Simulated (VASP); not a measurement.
# Ir (Fd-3m) in VASP: notebook

Runs on Ir. Level: PBEsol. Tasks: single point, relaxation of cell and atoms.

All numbers are computed with VASP 6.6.1; they aren't measurements. Logs are shortened: lines on timing, memory, paths and dates and some standing lists are left out, and cuts for length are marked.

### 1 The cell of the first run

Symmetry: Fd-3m, No. 227, cubic system. Conventional cell: a = 5.581 Å, b = 5.581 Å, c = 5.581 Å, α = 90.00°, β = 90.00°, γ = 90.00°. Ir (site symmetry -43m) has 4 Ir at 2.42 Å within 3.2 Å.

### 2 Single point, PBEsol (volume scaled by 1.04)

The input, INCAR:

```
SYSTEM = Ir
PREC = Accurate
ENCUT = 520
EDIFF = 1E-7
ISMEAR = -1
SIGMA = 0.1
LREAL = .False.
LASPH = .True.
NELM = 80
ALGO = Normal
ISIF = 2
LWAVE = .False.
LCHARG = .False.
GGA = PS
NBANDS = 16
```

The input, KPOINTS:

```
regular mesh
0
Gamma
  11 11 11
  0 0 0
```

The input, POSCAR:

```
Ir
1.0
    0.0000000000      2.7904174974      2.7904174974
    2.7904174974      0.0000000000      2.7904174974
    2.7904174974      2.7904174974      0.0000000000
Ir
2
Direct
    0.1250000000      0.1250000000      0.1250000000
    0.8750000000      0.8750000000      0.8750000000
```

Potentials or basis: VASP PAW PBE potentials, release 64 (Ir).

Run with:

```console
cat potpaw_PBE.64/Ir/POTCAR > POTCAR
mpirun -np 1 vasp_std > vasp.out
```

OUTCAR:

```text
SYSTEM = Ir
   PREC = Accurate
   ENCUT = 520
   EDIFF = 1E-7
   ISMEAR = -1
   LREAL = .False.
   LASPH = .True.
   NELM = 80
   ISIF = 2
   GGA = PS

 ion  position               nearest neighbor table
   1  0.125  0.125  0.125-   2 2.42   2 2.42   2 2.42   2 2.42
   2  0.875  0.875  0.875-   1 2.42   1 2.42   1 2.42   1 2.42

  LATTYP: Found a face centered cubic cell.
 ALAT       =     5.5808349948

  Lattice vectors:

 A1 = (   0.0000000000,   2.7904174974,   2.7904174974)
 A2 = (   2.7904174974,   0.0000000000,   2.7904174974)
 A3 = (   2.7904174974,   2.7904174974,   0.0000000000)

Analysis of symmetry for initial positions (statically):
=====================================================================
 Subroutine PRICEL returns:
 Original cell was already a primitive cell.

 Routine SETGRP: Setting up the symmetry group for a
 face centered cubic supercell.

 Subroutine GETGRP returns: Found 48 space group operations
 (whereof 12 operations were pure point group operations)
 out of a pool of 48 trial point group operations.

The static configuration has the point symmetry D_3d.
 The point group associated with its full space group is O_h .

Analysis of symmetry for dynamics (positions and initial velocities):
=====================================================================
 Subroutine PRICEL returns:
 Original cell was already a primitive cell.

 Routine SETGRP: Setting up the symmetry group for a
 face centered cubic supercell.

 Subroutine GETGRP returns: Found 48 space group operations
 (whereof 12 operations were pure point group operations)
 out of a pool of 48 trial point group operations.

The dynamic configuration has the point symmetry D_3d.
 The point group associated with its full space group is O_h .

 Subroutine INISYM returns: Found 48 space group operations
 (whereof 12 operations are pure point group operations),
 and found     1 'primitive' translations

----------------------------------------------------------------------------------------

                                     Primitive cell

  volume of cell :      43.4548

  direct lattice vectors                    reciprocal lattice vectors
     0.000000000  2.790417497  2.790417497    -0.179184656  0.179184656  0.179184656
     2.790417497  0.000000000  2.790417497     0.179184656 -0.179184656  0.179184656
     2.790417497  2.790417497  0.000000000     0.179184656  0.179184656 -0.179184656

  length of vectors
[... 81 lines left out ...]
   NELM   =     80;   NELMIN=  2; NELMDL= -5     # of ELM steps
   EDIFF  = 0.1E-06   stopping-criterion for ELM
   LREAL  =      F    real-space projection
   EDIFFG = 0.1E-05   stopping-criterion for IOM
   NSW    =      0    number of steps for IOM
   IBRION =     -1    ionic relax: 0-MD 1-quasi-New 2-CG
   NFREE  =      0    steps in history (QN), initial steepest desc. (CG)
   ISIF   =      2    stress and relaxation
   ISYM   =      2    0-nonsym 1-usesym 2-fastsym
   POTIM  = 0.5000    time-step for ionic-motion
   TEBEG  =    0.0;   TEEND  =   0.0 temperature during run
   PSTRESS=    0.0 pullay stress
   NELECT =      18.0000    total number of electrons
   NUPDOWN=      -1.0000    fix difference up-down
   EMIN   =  10.00;   EMAX   =-10.00  energy-range for DOS
   EFERMI =   0.00;   METHOD = LEGACY
   ISMEAR =    -1;   SIGMA  =   0.10  broadening in eV -4-tet -1-fermi 0-gaus
   EFERMI_NEDOS =   21; number of points for ismear=-14 and -15
   IALGO  =     38    algorithm
   IMIX   =      4    mixing-type and parameters
     AMIX     =   0.40;   BMIX     =  1.00
     AMIX_MAG =   1.60;   BMIX_MAG =  1.00
  volume/ion in A,a.u.               =      21.73       146.62
  Fermi-wavevector in a.u.,A,eV,Ry     =   1.220356  2.306138 20.262726  1.489268
  Thomas-Fermi vector in A             =   2.355576
   LORBIT       =      0    0 simple, 1 ext, 2 COOP (PROOUT), +10 PAW based schemes
   GGA     = PS    functional components
   LHFCALC =     F    Hartree Fock is set to
   AEXX    =    0.0000 exact exchange contribution
   IVDW    =     0    specifies the selected vdW correction
   LEPSILON=     F    determine dielectric tensor
   LRPA    =     F    only Hartree local field effects (RPA)
 non-spin polarized calculation
  energy-cutoff  :      520.00
  volume of cell :       43.45
 maximum number of plane-waves:      1211
 NGX is ok and might be reduce to    30
   NGX = 15   NGY = 15   NGZ = 15

 number of electron      18.0000002 magnetization

 Free energy of the ion-electron system (eV)
  ---------------------------------------------------
  ext. energy  EPLUGINS =         0.00000000
  ---------------------------------------------------
  free energy    TOTEN  =       -17.24209791 eV

  energy without entropy =      -17.17128821  energy(sigma->0) =      -17.20669306

 E-fermi :   4.9033     XC(G=0): -11.2932

 val. band max:        4.8949207511   @ k =  -0.2727   0.2727   0.0000
 cond. band min:       4.9352675765   @ k =  -0.1818   0.1818   0.0000
 fundamental gap:      0.0403468254
 Fermi energy:         4.9032618897

 k-point     1 :       0.0000    0.0000    0.0000
  band No.  band energies     occupation
      1      -3.0471      2.00000
      2      -0.0574      2.00000
      3      -0.0574      2.00000
      4       0.3038      2.00000
      5       0.3038      2.00000
      6       0.3038      2.00000
[... 433 lines left out ...]
      3       0.0161      2.00000
      4       0.0504      2.00000
      5       0.5013      2.00000
      6       1.2684      2.00000
[... 8 lines left out ...]
     15      15.3908      0.00000
     16      17.3886      0.00000

 [... further k-points ...]

------------------------ aborting loop because EDIFF is reached ----------------------------------------

  FORCE on cell =-STRESS in cart. coord.  units (eV):
  Direction    XX          YY          ZZ          XY          YZ          ZX
  --------------------------------------------------------------------------------------
  -------------------------------------------------------------------------------------
  Total       -2.0550615     -2.0550615     -2.0550615      0.0000000      0.0000000      0.0000000
  in kB      -75.7700995    -75.7700995    -75.7700995      0.0000000      0.0000000      0.0000000
  external PRESSURE =     -75.7700995 kB  Pullay stress =       0.0000000 kB

 VOLUME and BASIS-vectors are now :
 -----------------------------------------------------------------------------
  energy-cutoff  :      520.00
  volume of cell :       43.45
      direct lattice vectors                 reciprocal lattice vectors
     0.000000000  2.790417497  2.790417497    -0.179184656  0.179184656  0.179184656
     2.790417497  0.000000000  2.790417497     0.179184656 -0.179184656  0.179184656
     2.790417497  2.790417497  0.000000000     0.179184656  0.179184656 -0.179184656

 POSITION                                       TOTAL-FORCE (eV/Angst)
 -----------------------------------------------------------------------------------
      0.69760      0.69760      0.69760         0.000000     -0.000000     -0.000000
      4.88323      4.88323      4.88323        -0.000000      0.000000      0.000000
 -----------------------------------------------------------------------------------
    total drift:                               -0.000000      0.000000      0.000000

  FREE ENERGIE OF THE ION-ELECTRON SYSTEM (eV)
  ---------------------------------------------------
  free  energy   TOTEN  =       -17.2420979074 eV

  energy  without entropy=      -17.1712882072  energy(sigma->0) =      -17.20669306
```

OSZICAR:

```text
N       E                     dE             d eps       ncg     rms          rms(c)
DAV:   1     0.128745529972E+03    0.12875E+03   -0.78976E+03  1792   0.105E+03
DAV:   2    -0.138327291440E+02   -0.14258E+03   -0.12579E+03  1792   0.278E+02
DAV:   3    -0.183241469671E+02   -0.44914E+01   -0.44132E+01  2384   0.570E+01
DAV:   4    -0.183698644205E+02   -0.45717E-01   -0.45710E-01  2000   0.542E+00
DAV:   5    -0.183710599613E+02   -0.11955E-02   -0.11955E-02  2488   0.885E-01    0.146E+01
DAV:   6    -0.173736382435E+02    0.99742E+00   -0.19132E+00  2432   0.155E+01    0.531E+00
DAV:   7    -0.172616802451E+02    0.11196E+00   -0.20113E-01  2552   0.429E+00    0.205E+00
DAV:   8    -0.172421004763E+02    0.19580E-01   -0.18448E-02  1952   0.108E+00    0.153E-01
DAV:   9    -0.172420737748E+02    0.26701E-04   -0.61642E-04  2184   0.187E-01    0.434E-02
DAV:  10    -0.172420983127E+02   -0.24538E-04   -0.34163E-05  2328   0.483E-02    0.506E-03
DAV:  11    -0.172420979978E+02    0.31486E-06   -0.20761E-06  2400   0.144E-02    0.358E-03
DAV:  12    -0.172420978817E+02    0.11611E-06   -0.68167E-08  1544   0.221E-03    0.294E-04
DAV:  13    -0.172420979074E+02   -0.25675E-07   -0.80960E-09  1224   0.839E-04
   1 F= -.17242098E+02 E0= -.17206693E+02  d E =-.708097E-01
```

stdout:

```text
POSCAR found type information on POSCAR Ir
 POSCAR found :  1 types and       2 ions
 scaLAPACK will be used
 -----------------------------------------------------------------------------
|                                                                             |
|                                                                             |
|     You enforced a specific xc type in the INCAR file but a different       |
|     I HOPE YOU KNOW WHAT YOU ARE DOING!                                     |
|                                                                             |
 -----------------------------------------------------------------------------

 LDA part: xc-table for (Slater+PW92), standard interpolation
 POSCAR, INCAR and KPOINTS ok, starting setup
 FFT: planning ... GRIDC
 FFT: planning ... GRID_SOFT
 FFT: planning ... GRID
 WAVECAR not read
 entering main loop
```

It took 21 s on 1 thread of AMD EPYC 9R45 (Zen 5), shared host; peak memory 0.16 GiB.

Results:

- Free energy: -17.2421 eV
- Pressure: -7.6 GPa
- Band gap on the k mesh: zero (band 9 reaches 5.86 eV, above the bottom of band 10 at 4.45 eV)

Levels at points of the mesh, in eV from the Fermi level:
| k point | band 5 | band 6 | band 7 | band 8 | band 9 | band 10 | band 11 | band 12 | band 13 | band 14 |
| --- | --- | --- | --- | --- | --- | --- | --- | --- | --- | --- |
| (0.00, 0.00, 0.00) | -4.60 | -4.60 | -1.72 | -1.72 | -1.72 | 0.79 | 0.79 | 10.75 | 10.83 | 12.39 |

Caveat: the PAW data sets were made with another functional, which shifts forces and pressure a little; spin-orbit coupling is left out, which moves the levels of the heavy elements.

### 3 Single point, PBEsol (volume scaled by 1.08)

The input, INCAR:

```
PREC = Accurate
ENCUT = 520
EDIFF = 1E-6
ISMEAR = -1
SIGMA = 0.1
LREAL = False
LASPH = True
NELM = 80
ALGO = Normal
ISIF = 2
LWAVE = False
LCHARG = True
GGA = PS
LELF = True
LVHAR = True
NBANDS = 16
```

The input, KPOINTS:

```
Automatic mesh
0
Gamma
  11 11 11
```

The input, POSCAR:

```
Ir
1.0
    0.0000000000      2.8257429880      2.8257429880
    2.8257429880      0.0000000000      2.8257429880
    2.8257429880      2.8257429880      0.0000000000
Ir
2
Direct
    0.1250000000      0.1250000000      0.1250000000
    0.8750000000      0.8750000000      0.8750000000
```

Potentials or basis: VASP PAW PBE potentials, release 64 (Ir).

Run with:

```console
cat potpaw_PBE.64/Ir/POTCAR > POTCAR
mpirun -np 1 vasp_std > vasp.out
```

Wall time 19 s (1 thread of AMD EPYC 9R45 (Zen 5), shared host); peak memory 0.16 GiB.

The run converged. Its results:

```yaml
Free_energy: -17.1330 eV
Pressure: -13.2 GPa
Band_gap_on_the_k_mesh: zero (band 9 reaches 5.35 eV, above the bottom of band 10 at 4.03 eV)
```

Levels at points of the mesh, in eV from the Fermi level:
| k point | band 6 | band 7 | band 8 | band 9 | band 10 | band 11 | band 12 | band 13 |
| --- | --- | --- | --- | --- | --- | --- | --- | --- |
| (0.00, 0.00, 0.00) | -4.40 | -1.63 | -1.63 | -1.63 | 0.72 | 0.72 | 10.59 | 10.67 |

Caveat: the PAW data sets were made with another functional, which shifts forces and pressure a little; spin-orbit coupling is left out, which moves the levels of the heavy elements.

### 4 Single point, PBEsol (volume scaled by 1.12)

The input, INCAR:

```
SYSTEM = Ir
PREC = Accurate
ENCUT = 520
EDIFF = 1E-7
ISMEAR = -1
SIGMA = 0.1
LREAL = .FALSE.
LASPH = .TRUE.
NELM = 60
ALGO = Normal
ISIF = 2
LWAVE = .FALSE.
LCHARG = .FALSE.
GGA = PS
NBANDS = 16
```

The input, KPOINTS:

```
Automatic mesh
0
G
  11 11 11
  0 0 0
```

The input, POSCAR:

```
Ir
1.0
    0.0000000000      2.8602066649      2.8602066649
    2.8602066649      0.0000000000      2.8602066649
    2.8602066649      2.8602066649      0.0000000000
Ir
2
Direct
    0.1250000000      0.1250000000      0.1250000000
    0.8750000000      0.8750000000      0.8750000000
```

Potentials or basis: VASP PAW PBE potentials, release 64 (Ir).

Run with:

```console
cat potpaw_PBE.64/Ir/POTCAR > POTCAR
mpirun -np 1 vasp_std > vasp.out
```

OUTCAR:

```text
SYSTEM = Ir
   PREC = Accurate
   ENCUT = 520
   EDIFF = 1E-7
   ISMEAR = -1
   LREAL = .FALSE.
   LASPH = .TRUE.
   NELM = 60
   ISIF = 2
   GGA = PS

 ion  position               nearest neighbor table
   1  0.125  0.125  0.125-   2 2.48   2 2.48   2 2.48   2 2.48
   2  0.875  0.875  0.875-   1 2.48   1 2.48   1 2.48   1 2.48

  LATTYP: Found a face centered cubic cell.
 ALAT       =     5.7204133298

  Lattice vectors:

 A1 = (   0.0000000000,   2.8602066649,   2.8602066649)
 A2 = (   2.8602066649,   0.0000000000,   2.8602066649)
 A3 = (   2.8602066649,   2.8602066649,   0.0000000000)

Analysis of symmetry for initial positions (statically):
=====================================================================
 Subroutine PRICEL returns:
 Original cell was already a primitive cell.

 Routine SETGRP: Setting up the symmetry group for a
 face centered cubic supercell.

 Subroutine GETGRP returns: Found 48 space group operations
 (whereof 12 operations were pure point group operations)
 out of a pool of 48 trial point group operations.

The static configuration has the point symmetry D_3d.
[... 161 lines left out ...]
  energy without entropy =      -16.88894818  energy(sigma->0) =      -16.93048663

 E-fermi :   4.0612     XC(G=0): -10.9058

 val. band max:        4.0609941087   @ k =  -0.1818   0.1818   0.0000
 cond. band min:       4.0626260822   @ k =  -0.2727   0.3636   0.0909
 fundamental gap:      0.0016319734
 Fermi energy:         4.0612493835

 k-point     1 :       0.0000    0.0000    0.0000
  band No.  band energies     occupation
      1      -3.3559      2.00000
      2      -0.4052      2.00000
      3      -0.4052      2.00000
      4      -0.1507      2.00000
      5      -0.1507      2.00000
      6      -0.1507      2.00000
[... 433 lines left out ...]
      3      -0.3917      2.00000
      4      -0.3396      2.00000
      5       0.0575      2.00000
      6       0.7379      2.00000
[... 8 lines left out ...]
     15      14.4242      0.00000
     16      16.2441      0.00000

 [... further k-points ...]

------------------------ aborting loop because EDIFF is reached ----------------------------------------

  FORCE on cell =-STRESS in cart. coord.  units (eV):
  Direction    XX          YY          ZZ          XY          YZ          ZX
  --------------------------------------------------------------------------------------
  -------------------------------------------------------------------------------------
  Total       -5.1308293     -5.1308293     -5.1308293     -0.0000000     -0.0000000      0.0000000
  in kB     -175.6612269   -175.6612269   -175.6612269     -0.0000000     -0.0000000      0.0000000
  external PRESSURE =    -175.6612269 kB  Pullay stress =       0.0000000 kB

 VOLUME and BASIS-vectors are now :
 -----------------------------------------------------------------------------
  energy-cutoff  :      520.00
  volume of cell :       46.80
      direct lattice vectors                 reciprocal lattice vectors
     0.000000000  2.860206665  2.860206665    -0.174812543  0.174812543  0.174812543
     2.860206665  0.000000000  2.860206665     0.174812543 -0.174812543  0.174812543
     2.860206665  2.860206665  0.000000000     0.174812543  0.174812543 -0.174812543

 POSITION                                       TOTAL-FORCE (eV/Angst)
 -----------------------------------------------------------------------------------
      0.71505      0.71505      0.71505        -0.000000      0.000000      0.000000
      5.00536      5.00536      5.00536         0.000000     -0.000000     -0.000000
 -----------------------------------------------------------------------------------
    total drift:                               -0.000000      0.000000      0.000000

  FREE ENERGIE OF THE ION-ELECTRON SYSTEM (eV)
  ---------------------------------------------------
  free  energy   TOTEN  =       -16.9720250773 eV

  energy  without entropy=      -16.8889481754  energy(sigma->0) =      -16.93048663
```

OSZICAR:

```text
N       E                     dE             d eps       ncg     rms          rms(c)
DAV:   1     0.122463036715E+03    0.12246E+03   -0.78451E+03  1792   0.104E+03
DAV:   2    -0.135480733851E+02   -0.13601E+03   -0.11961E+03  1816   0.272E+02
DAV:   3    -0.181116190882E+02   -0.45635E+01   -0.44624E+01  2336   0.564E+01
DAV:   4    -0.181589082415E+02   -0.47289E-01   -0.47267E-01  2000   0.552E+00
DAV:   5    -0.181600694956E+02   -0.11613E-02   -0.11612E-02  2416   0.880E-01    0.125E+01
DAV:   6    -0.170813754884E+02    0.10787E+01   -0.22916E+00  2400   0.167E+01    0.429E+00
DAV:   7    -0.169905730667E+02    0.90802E-01   -0.17324E-01  2488   0.381E+00    0.195E+00
DAV:   8    -0.169720861111E+02    0.18487E-01   -0.18209E-02  1952   0.104E+00    0.149E-01
DAV:   9    -0.169719981891E+02    0.87922E-04   -0.75895E-04  2128   0.221E-01    0.389E-02
DAV:  10    -0.169720258433E+02   -0.27654E-04   -0.34723E-05  2256   0.447E-02    0.827E-03
DAV:  11    -0.169720251555E+02    0.68778E-06   -0.35211E-06  2368   0.192E-02    0.201E-03
DAV:  12    -0.169720250773E+02    0.78256E-07   -0.82223E-08  1512   0.231E-03
   1 F= -.16972025E+02 E0= -.16930487E+02  d E =-.830769E-01
```

stdout:

```text
POSCAR found type information on POSCAR Ir
 POSCAR found :  1 types and       2 ions
 scaLAPACK will be used
 -----------------------------------------------------------------------------
|                                                                             |
|                                                                             |
|     You enforced a specific xc type in the INCAR file but a different       |
|     I HOPE YOU KNOW WHAT YOU ARE DOING!                                     |
|                                                                             |
 -----------------------------------------------------------------------------

 LDA part: xc-table for (Slater+PW92), standard interpolation
 POSCAR, INCAR and KPOINTS ok, starting setup
 FFT: planning ... GRIDC
 FFT: planning ... GRID_SOFT
 FFT: planning ... GRID
 WAVECAR not read
 entering main loop
```

It took 20 s on 1 thread of AMD EPYC 9R45 (Zen 5), shared host; peak memory 0.16 GiB.

What came out:

```yaml
Free_energy: -16.9720 eV
Pressure: -17.6 GPa
Band_gap_on_the_k_mesh: zero (band 9 reaches 4.88 eV, above the bottom of band 10 at 3.66 eV)
```

Caveat: the PAW data sets were made with another functional, which shifts forces and pressure a little; spin-orbit coupling is left out, which moves the levels of the heavy elements.

(Part 1 of 2 ends here.)
